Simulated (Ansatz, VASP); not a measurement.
# BiTe: VASP beside Ansatz

```
CELL_PARAMETERS angstrom
0.00000 3.23500 3.23500
3.23500 0.00000 3.23500
3.23500 3.23500 0.00000
ATOMIC_POSITIONS crystal
Bi 0.50000 0.50000 0.50000
Te 0.00000 0.00000 0.00000
```

Change from the starting cell: input fault: two atoms' positions swapped.

Alike in both runs: task single point; functional PBE; k mesh 12 × 12 × 12; occupations gaussian, width 0.1 eV; no spin polarisation.

|  | VASP | Ansatz |
| --- | --- | --- |
| version | VASP 6.6.1 | Ansatz 0.2.0 |
| potentials or method | VASP PAW PBE potentials, release 64 (Bi_d, Te), cutoff 500 eV | scalar-relativistic, plane waves, PAW |
| valence electrons in the cell | 21 | 31 |

VASP gave:

| Quantity | Value |
| --- | --- |
| gap on the k mesh at the Fermi level (eV) | none |
| pressure (GPa) | 0.6 |

Question: Estimate Ansatz's values.

Answer: gap on the k mesh at the Fermi level (eV): none; pressure (GPa): 0.7.

A gap of «none» marks a metal or a gap that the smearing closes. With one functional, cell and mesh, what is left measures potentials, basis and numerics. VASP's potentials hold 21 valence electrons a cell and Ansatz's 31, so a difference there can come from the potentials and not from the codes.

Neither program's run includes spin-orbit coupling.
